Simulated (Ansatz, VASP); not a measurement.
## TiAl in VASP and in Ansatz

Contents of POSCAR:

```
TiAl
1.0
    3.2414144177      0.0000000000      0.0000000000
    0.0000000000      3.2414144177      0.0000000000
    0.0000000000      0.0000000000      3.2414144177
Ti Al
1 1
Direct
    0.0000000000      0.0000000000      0.0000000000
    0.5000000000      0.5000000000      0.5000000000
```

File INCAR.step1:

```
SYSTEM = TiAl
ALGO = Normal
EDIFF = 1E-4
ENCUT = 520
GGA = PE
ISMEAR = -1
LASPH = .True.
LCHARG = .False.
LREAL = .False.
LWAVE = .True.
NBANDS = 14
NELM = 60
PREC = Accurate
SIGMA = 0.05
```

File INCAR.step2:

```
SYSTEM = TiAl
ALGO = Normal
EDIFF = 1E-7
ENCUT = 520
ISIF = 2
ISMEAR = -1
ISTART = 1
LASPH = .True.
LCHARG = .False.
LMIXTAU = .True.
LREAL = .False.
LWAVE = .False.
METAGGA = R2SCAN
NBANDS = 14
NELM = 60
PREC = Accurate
SIGMA = 0.05
```

KPOINTS

```
k-points
0
Gamma
  8 8 8
  0 0 0
```

The input input.yaml:

```yaml
crystal:
  lattice:
    - [3.2414144177, 0.0, 0.0]
    - [0.0, 3.2414144177, 0.0]
    - [0.0, 0.0, 3.2414144177]
  atoms:
    - { symbol: Ti, position: [0.0, 0.0, 0.0] }
    - { symbol: Al, position: [0.5, 0.5, 0.5] }
hamiltonian:
  xc: r2scan
  pseudopotentials: { kind: paw }
kpoints:
  mp_grid: { grid: [8, 8, 8] }
scf:
  occupations: { method: fermi_dirac, width: 0.05 }
output:
  forces: true
  stress: true
  eigenvalues: true
```

Alike in both runs: task single point; functional r2SCAN; k mesh 8 × 8 × 8; occupations fermi-dirac, width 0.05 eV; no spin polarisation.

```csv
,VASP,Ansatz
version,VASP 6.6.1,Ansatz 0.2.0
potentials or method,"VASP PAW PBE potentials, release 64 (Ti_sv, Al)",Ansatz PAW
plane-wave cutoff (eV),520,500
valence electrons in the cell,15,15
```

|  | VASP | Ansatz | Ansatz less VASP |
| --- | --- | --- | --- |
| gap on the k mesh at the Fermi level (eV) | none | none | - |
| pressure (GPa) | -6.6 | -6.8 | -0.25 |

VASP's potentials were made for PBE, not for r2SCAN. A gap of «none» marks a metal or a gap that the smearing closes.
